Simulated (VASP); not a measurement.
Here is a VASP 6.6.1 calculation.

Contents of INCAR:

```
PREC = Accurate
ENCUT = 420
EDIFF = 1E-8
ISMEAR = -1
SIGMA = 0.05
LREAL = F
LASPH = T
NELM = 120
ALGO = Normal
ISIF = 2
LWAVE = F
LCHARG = F
LEFG = T
NBANDS = 26
GGA_COMPAT = F
```

Contents of KPOINTS:

```
regular mesh
0
Gamma
  11 11 11
```

Contents of POSCAR:

```
PIr2
1.0
    0.0000000000      2.7110045559      2.7110045559
    2.7110045559      0.0000000000      2.7110045559
    2.7110045559      2.7110045559      0.0000000000
P Ir
1 2
Direct
    0.0000000000      0.0000000000      0.0000000000
    0.2500000000      0.2500000000      0.2500000000
    0.7500000000      0.7500000000      0.7500000000
```

Potentials or basis: VASP PAW LDA potentials, release 64 (P, Ir_sv_GW).

The run is started by

```bash
$ cat potpaw_LDA.64/P/POTCAR potpaw_LDA.64/Ir_sv_GW/POTCAR > POTCAR
$ mpirun -np 1 vasp_std > vasp.out
```

**Question.** Predict the pressure.

**Answer.** 15.8 GPa.

Caveat: without QUAD_EFG the Cq values of the log hold for a quadrupole moment of 1 mb, not for the nuclei.
